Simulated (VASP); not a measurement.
# DyBe2F2 (P4/mmm) in VASP: notebook, part 2 of 2

VASP 6.6.1.

## 5. Single point, PBE

INCAR

```
SYSTEM = DyBe2F2
PREC = Accurate
ENCUT = 600
EDIFF = 1E-6
ISMEAR = 0
SIGMA = 0.1
LREAL = .False.
LASPH = .True.
NELM = 200
ALGO = Normal
ISIF = 2
LWAVE = .False.
LCHARG = .True.
GGA = PE
LELF = .True.
LVHAR = .True.
NBANDS = 22
GGA_COMPAT = .False.
LMAXMIX = 6
```

KPOINTS

```
Automatic mesh
0
Gamma
  10 10 10
  0 0 0
```

POSCAR

```
DyBe2F2
1.0
    3.9033038024      0.0000000000      0.0000000000
    0.0000000000      3.9033038024      0.0000000000
    0.0000000000      0.0000000000      4.3071124118
Dy Be F
1 2 2
Direct
    0.0000000000      0.0000000000      0.0000000000
    0.5000000000      0.5000000000      0.7771027727
    0.5000000000      0.5000000000      0.2228972273
    0.5000000000      0.0000000000      0.5000000000
    0.0000000000      0.5000000000      0.5000000000
```

Potentials or basis: VASP PAW PBE potentials, release 64 (Dy_3, Be, F), 4f in core.

Started as:

```bash
$ cat potpaw_PBE.64/Dy_3/POTCAR potpaw_PBE.64/Be/POTCAR potpaw_PBE.64/F/POTCAR > POTCAR
$ mpirun -np 1 vasp_std > vasp.out
```

OUTCAR:

```text
SYSTEM = DyBe2F2
   PREC = Accurate
   ENCUT = 600
   EDIFF = 1E-6
   ISMEAR = 0
   LREAL = .False.
   LASPH = .True.
   NELM = 200
   ISIF = 2
   GGA = PE

 ion  position               nearest neighbor table
   1  0.000  0.000  0.000-   2 2.92   3 2.92   2 2.92   3 2.92   2 2.92   3 2.92   2 2.92   3 2.92

   2  0.500  0.500  0.777-   3 1.92   3 2.39   1 2.92   1 2.92   1 2.92   1 2.92
   3  0.500  0.500  0.223-   2 1.92   2 2.39   1 2.92   1 2.92   1 2.92   1 2.92
   4  0.500  0.000  0.500-
   5  0.000  0.500  0.500-

  LATTYP: Found a simple tetragonal cell.
 ALAT       =     3.9033038024
[... 803 lines left out ...]
  -------------------------------------------------------------------------------------
  Total       -0.0480668     -0.0480668     -0.1570188      0.0000000      0.0000000     -0.0000000
  in kB       -1.1735587     -1.1735587     -3.8336398      0.0000000      0.0000000     -0.0000000
  external PRESSURE =      -2.0602524 kB  Pullay stress =       0.0000000 kB

 VOLUME and BASIS-vectors are now :
 -----------------------------------------------------------------------------
  energy-cutoff  :      600.00
  volume of cell :       65.62
      direct lattice vectors                 reciprocal lattice vectors
     3.903303802  0.000000000  0.000000000     0.256193228  0.000000000  0.000000000
     0.000000000  3.903303802  0.000000000     0.000000000  0.256193228  0.000000000
     0.000000000  0.000000000  4.307112412     0.000000000  0.000000000  0.232174112

 POSITION                                       TOTAL-FORCE (eV/Angst)
 -----------------------------------------------------------------------------------
      0.00000      0.00000      0.00000         0.000000      0.000000      0.000000
      1.95165      1.95165      3.34707         0.000000      0.000000     -0.039474
      1.95165      1.95165      0.96004         0.000000     -0.000000      0.039474
      1.95165      0.00000      2.15356         0.000000      0.000000      0.000000
      0.00000      1.95165      2.15356         0.000000      0.000000      0.000000
 -----------------------------------------------------------------------------------
    total drift:                                0.000000      0.000000     -0.000000

  FREE ENERGIE OF THE ION-ELECTRON SYSTEM (eV)
  ---------------------------------------------------
  free  energy   TOTEN  =       -20.1349173673 eV

  energy  without entropy=      -20.1134005067  energy(sigma->0) =      -20.12415894
```

Wall time 1.8 min (1 thread of AMD EPYC 9R45 (Zen 5), shared host); peak memory 0.31 GiB.

Results:

| Item | Value |
| --- | --- |
| Free energy | -20.1349 eV |
| Pressure | -0.2 GPa |
| Largest force | 0.039 eV/Å |
| Band gap on the k mesh | zero (an odd number of electrons rules out a gap without spin polarisation) |

Forces on the atoms (eV/Å):
```
Dy   0.000  0.000  0.000
Be   0.000  0.000 -0.039
Be   0.000  0.000  0.039
F    0.000  0.000  0.000
F    0.000  0.000  0.000
```

Stress tensor (GPa, compression positive):
```
-0.12  0.00  0.00
 0.00 -0.12  0.00
 0.00  0.00 -0.38
```

Levels at points of the mesh, in eV from the Fermi level:
```csv
k point,band 10,band 11,band 12,band 13,band 14,band 15,band 16,band 17
"(0.00, 0.00, 0.00)",-5.91,-5.91,-5.78,-0.65,0.13,1.49,1.84,1.84
"(0.50, 0.00, 0.00)",-6.96,-6.53,-3.26,-2.45,-0.13,1.52,1.80,1.84
"(0.50, 0.50, 0.00)",-5.83,-5.57,-3.85,-0.12,-0.12,2.39,2.39,2.67
"(0.00, 0.00, 0.50)",-5.95,-5.95,-3.83,-1.51,1.05,1.94,1.94,2.79
"(0.50, 0.00, 0.50)",-6.74,-6.71,-2.92,-0.96,-0.66,-0.07,3.03,3.20
"(0.50, 0.50, 0.50)",-5.82,-5.55,-4.58,0.43,0.43,1.53,1.53,2.43
```

Caveat: spin-orbit coupling is left out, which moves the levels of the heavy elements; the 4f electrons are frozen in the core, so they carry no moment and show no levels; an odd number of electrons without spin polarisation forces a metal; a magnetic or distorted state may lie lower; the run has no spin polarisation, though such a crystal can be magnetic.

## 6. Relaxation of cell and atoms, PBE

INCAR

```
  PREC = Accurate
  ENCUT = 600
  EDIFF = 1E-7
  ISMEAR = 0
  SIGMA = 0.1
  LREAL = False
  LASPH = True
  NELM = 200
  ALGO = Normal
  ISIF = 3
  LWAVE = False
  LCHARG = False
  GGA = PE
  IBRION = 2
  NSW = 100
  EDIFFG = -0.01
  GGA_COMPAT = False
  NELMIN = 4
  LMAXMIX = 6
```

KPOINTS

```
regular mesh
0
Gamma
  10 10 10
```

POSCAR

```
DyBe2F2
1.0
    3.9019876103      0.0000000000      0.0000000000
    0.0000000000      3.9019876103      0.0000000000
    0.0000000000      0.0000000000      4.3034271923
Dy Be F
1 2 2
Direct
    0.0000000000      0.0000000000      0.0000000000
    0.5000000000      0.5000000000      0.7765067517
    0.5000000000      0.5000000000      0.2234932483
    0.5000000000      0.0000000000      0.5000000000
    0.0000000000      0.5000000000      0.5000000000
```

Potentials or basis: VASP PAW PBE potentials, release 64 (Dy_3, Be, F), 4f in core.

Started as:

```bash
$ cat potpaw_PBE.64/Dy_3/POTCAR potpaw_PBE.64/Be/POTCAR potpaw_PBE.64/F/POTCAR > POTCAR
$ mpirun -np 1 vasp_std > vasp.out
```

Wall time 3.5 min (1 thread of AMD EPYC 9R45 (Zen 5), shared host); peak memory 0.3 GiB.

Results (log left out):

* Free energy: -20.1352 eV
* Relaxed volume: 13.08 Å³/atom
* Relaxed cell: a = 3.903 Å, b = 3.903 Å, c = 4.294 Å, α = 90.00°, β = 90.00°, γ = 90.00°
* Space group after relaxing (to 0.1 Å): P4/mmm (No. 123)
* Energy gained by relaxing: 0.0 meV/atom
* Ionic steps: 4
* Pressure after relaxing: 0.0 GPa
* Largest force after relaxing: 0.005 eV/Å
* Band gap on the k mesh: zero (an odd number of electrons rules out a gap without spin polarisation)

Forces on the atoms (eV/Å):
```
Dy   0.000  0.000  0.000
Be   0.000  0.000 -0.005
Be   0.000  0.000  0.005
F    0.000  0.000  0.000
F    0.000  0.000  0.000
```

The path:
```tsv
step	energy change (eV)	largest force (eV/Å)	pressure (GPa)	volume (Å³)
1	0.0000	0.0037	-0.09	65.52
2	-0.0001	0.0122	-0.02	65.45
3	-0.0001	0.0174	0.03	65.41
4	-0.0002	0.0047	0.02	65.42
```

Final structure:
```cif
data_structure
_symmetry_space_group_name_H-M 'P 1'
_symmetry_Int_Tables_number 1
_cell_length_a 3.9033
_cell_length_b 3.9033
_cell_length_c 4.2939
_cell_angle_alpha 90.000
_cell_angle_beta 90.000
_cell_angle_gamma 90.000
_cell_volume 65.42
loop_
_atom_site_label
_atom_site_type_symbol
_atom_site_fract_x
_atom_site_fract_y
_atom_site_fract_z
_atom_site_occupancy
Dy1 Dy 0.00000 0.00000 0.00000 1
Be1 Be 0.50000 0.50000 0.77621 1
Be2 Be 0.50000 0.50000 0.22379 1
F1 F 0.50000 0.00000 0.50000 1
F2 F 0.00000 0.50000 0.50000 1
```

Levels at points of the mesh, in eV from the Fermi level:
```
           k point  band 11  band 12  band 13  band 14  band 15  band 16
(0.00, 0.00, 0.00)    -5.94    -5.78    -0.67     0.13     1.46     1.84
(0.50, 0.00, 0.00)    -6.56    -3.25    -2.44    -0.13     1.50     1.82
(0.50, 0.50, 0.00)    -5.61    -3.85    -0.12    -0.12     2.40     2.40
(0.00, 0.00, 0.50)    -5.99    -3.82    -1.53     1.06     1.95     1.95
(0.50, 0.00, 0.50)    -6.75    -2.91    -0.95    -0.66    -0.08     3.01
(0.50, 0.50, 0.50)    -5.58    -4.59     0.43     0.43     1.55     1.55
```

Caveat: spin-orbit coupling is left out, which moves the levels of the heavy elements; the 4f electrons are frozen in the core, so they carry no moment and show no levels; an odd number of electrons without spin polarisation forces a metal; a magnetic or distorted state may lie lower; the run has no spin polarisation, though such a crystal can be magnetic. Spin polarisation is off, so any magnetic state and its effect on volume and gap are missing.

## 7. The runs side by side

```csv
task,cell,k mesh,gap on the mesh (eV),pressure (GPa),relaxed volume (Å³/atom),largest force (eV/Å)
single point,"a = 3.902, b = 3.902, c = 4.303 Å, 5 atoms, atomic positions A",6 × 6 × 4,none,-0.2,-,0.01
single point,"a = 3.705, b = 3.705, c = 5.087 Å, 5 atoms, atomic positions B",6 × 6 × 4,none,-2.5,-,1.15
relaxation of cell and atoms,"relaxed from a = 3.705, b = 3.705, c = 5.087 Å, 5 atoms, atomic positions B",6 × 6 × 4,none,0.1,13.06,-
single point,"a = 3.903, b = 3.903, c = 4.307 Å, 5 atoms, atomic positions C",10 × 10 × 10,none,-0.2,-,0.04
relaxation of cell and atoms,"relaxed from a = 3.902, b = 3.902, c = 4.303 Å, 5 atoms, atomic positions A",10 × 10 × 10,none,0.0,13.08,-
```

Alike in all rows: level PBE; potentials or basis VASP PAW PBE potentials, release 64 (Dy_3, Be, F), 4f in core; no spin polarisation; cutoff (eV) 600; smearing gaussian 0.1 eV.

Caveats: some runs use coarse meshes; spin-orbit coupling is left out, which moves the levels of the heavy elements; the 4f electrons are frozen in the core, so they carry no moment and show no levels; an odd number of electrons without spin polarisation forces a metal; a magnetic or distorted state may lie lower; the run has no spin polarisation, though such a crystal can be magnetic; the stress differs along the axes, from -20 to 6 GPa (at least some runs); a cell axis changed by over 15 % at a fixed basis, so the end point is rough (at least some runs).

Total energies depend on the potentials used, so only differences within one code and one set of settings carry meaning.
